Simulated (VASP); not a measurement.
A run of VASP 6.6.1:

INCAR

```
SYSTEM = LiRe3
AGGAC    = 1.0          
AGGAX    = 1.0          
ALDAC    = 0.0          
ALDAX    = 1.0          
ALGO     = Normal         ! electronic algorithm
EDIFF    = 1E-6           ! SCF threshold, eV
ENCUT    = 520            ! plane-wave cutoff, eV
GGA      = B5             ! functional
ISIF     = 2              ! what is computed and relaxed
ISMEAR   = 1              ! smearing method
LASPH    = .True.         ! aspherical terms in the spheres
LCHARG   = .False.        ! write CHGCAR
LREAL    = .False.        ! projectors in reciprocal space
LWAVE    = .False.        ! write WAVECAR
NBANDS   = 20             ! bands
NELM     = 80             ! most SCF steps
PREC     = Accurate       ! precision mode
SIGMA    = 0.1            ! smearing width, eV
```

KPOINTS

```
k-points
0
Gamma
  7 7 7
  0 0 0
```

The input POSCAR:

```
LiRe3
1.0
    4.3174260000      0.0000000000      0.0000000000
    2.1587130000      3.7390005950      0.0000000000
    2.1587130000      1.2463335317      3.5251635674
Li Re
1 3
Direct
    0.0000000000      0.0000000000      0.0000000000
    0.7500000000      0.7500000000      0.7500000000
    0.2500000000      0.2500000000      0.2500000000
    0.5000000000      0.5000000000      0.5000000000
```

Potentials or basis: VASP PAW PBE potentials, release 64 (Li_sv, Re).

Launch:

```sh
$ cat potpaw_PBE.64/Li_sv/POTCAR potpaw_PBE.64/Re/POTCAR > POTCAR
$ mpirun -np 1 vasp_std > vasp.out
```

Hardware: 1 thread of Intel(R) Xeon(R) 6975P-C (Granite Rapids), with other jobs on the host.

Estimate the wall time of this run.

Wall time 23 s on 1 thread of Intel(R) Xeon(R) 6975P-C (Granite Rapids), on a shared host, peak memory 0.18 GiB. Counts: scf iterations 13, k points 20.
